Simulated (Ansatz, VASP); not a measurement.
# C5N: VASP beside Ansatz

```
C N
1.0
     3.64732    0.00000    0.00000
    -1.66588    3.93102    0.00000
     0.00000    0.00000   23.13096
C N
10 2
Cartesian
  1.2689 1.3106 4.0000
  0.7125 2.6204 4.0000
  0.4360 3.2761 5.2325
  1.5455 0.6549 5.2325
  1.2651 1.3181 6.4645
  0.7163 2.6129 6.4645
  0.4304 3.2889 7.7020
  1.5511 0.6421 7.7020
  1.2324 1.3933 8.8310
  0.7491 2.5377 8.8310
  2.2231 3.3588 11.5310
  2.2231 3.3588 12.6310
```

Alike in both runs: task single point; functional PBE; dispersion D3(BJ); k mesh 8 × 7 × 1; occupations gaussian, width 0.05 eV; no spin polarisation.

```csv
,VASP,Ansatz
version,VASP 6.6.1,Ansatz 0.2.0
potentials or method,"VASP PAW PBE potentials, release 64 (C, N), cutoff 520 eV","scalar-relativistic, plane waves, PAW"
valence electrons in the cell,50,50
```

Ansatz gave:

- gap on the k mesh at the Fermi level (eV): none
- rms of the force components (eV/Å): 1.630

Problem. Which values does VASP return?

Solution. gap on the k mesh at the Fermi level (eV): none; rms of the force components (eV/Å): 1.697.

Atom by atom the forces differ by 0.425 eV/Å (rms over components). A gap of «none» marks a metal or a gap that the smearing closes. Ansatz's warnings: xc potential rough in thin density.

Noted on VASP's run: the standard files for N, O and F lose accuracy on very short bonds.
